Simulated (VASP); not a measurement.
A run of VASP 6.6.1 is set up as follows.

The input INCAR:

```
SYSTEM = Fe
PREC     = Accurate       ! precision mode
ENCUT    = 600            ! plane-wave cutoff, eV
EDIFF    = 1E-6           ! SCF threshold, eV
ISMEAR   = 0              ! smearing method
SIGMA    = 0.1            ! smearing width, eV
LREAL    = .False.        ! projectors in reciprocal space
LASPH    = .True.         ! aspherical terms in the spheres
NELM     = 200            ! most SCF steps
ALGO     = Normal         ! electronic algorithm
ISIF     = 2              ! what is computed and relaxed
LWAVE    = .False.        ! write WAVECAR
LCHARG   = .False.        ! write CHGCAR
ISPIN    = 2              ! spin polarisation
MAGMOM   = 2.25           ! initial moments
LORBIT   = 11             ! projections on sites
LMAXMIX  = 4              ! l up to which the mixer works
GGA      = PS             ! functional
NBANDS   = 18             ! bands
GGA_COMPAT= .False.
```

The input KPOINTS:

```
Automatic mesh
0
Gamma
  27 27 24
  0 0 0
```

Contents of POSCAR:

```
Fe
1.0
    2.4183807339      0.0000000000      0.0000000000
   -1.2091903670      2.0943791516      0.0000000000
    0.0000000000      0.0000000000      2.3304089164
Fe
1
Direct
    0.0000000000      0.0000000000      0.0000000000
```

Potentials or basis: VASP PAW PBE potentials, release 64 (Fe_sv).

The run is started by

```sh
$ cat potpaw_PBE.64/Fe_sv/POTCAR > POTCAR
$ mpirun -np 1 vasp_std > vasp.out
```

Question: Predict the site moments.

Answer: Fe +2.13 μB.

Question: Predict the pressure.

Answer: -3.4 GPa.

Question: What does it give for the net moment?

Answer: 2.20 μB per cell.

Stress tensor (GPa, compression positive):
```
-3.42  0.00  0.00
 0.00 -3.42  0.00
 0.00  0.00 -3.25
```

Caveat: the cell stands under tension; the PAW data sets were made with another functional, which shifts forces and pressure a little.
